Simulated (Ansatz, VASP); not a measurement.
## Sn3Te: VASP beside Ansatz

```
Te Sn
1.0
     4.86562    0.00000    0.00000
     0.00000    4.86562    0.00000
     0.00000    0.00000    4.86562
Te Sn
1 3
Direct
  0.00000 0.00000 0.00000
  0.00000 0.50000 0.50000
  0.50000 0.00000 0.50000
  0.50000 0.50000 0.00000
```

Alike in both runs: functional PBEsol; k mesh 4 × 4 × 4; occupations fermi-dirac, width 0.05 eV; no spin polarisation.

```csv
,VASP,Ansatz
version,VASP 6.6.1,Ansatz 0.2.0
potentials or method,"VASP PAW PBE potentials, release 64 (Te, Sn_d), cutoff 520 eV","all-electron LAPW, scalar-relativistic"
task,single point,band structure
```

|  | VASP | Ansatz | Ansatz less VASP |
| --- | --- | --- | --- |
| gap on the k mesh at the Fermi level (eV) | none | none | - |
| pressure (GPa) | -2.7 | -2.7 | +0.02 |

VASP's potentials were made for PBE, not for PBEsol. A gap of «none» marks a metal or a gap that the smearing closes. Ansatz ran all-electron here, and VASP with PAW potentials.

Spin-orbit coupling is off throughout. Noted on Ansatz's run: the k mesh is thin for a metal, which can move the energy by tens of meV per atom.
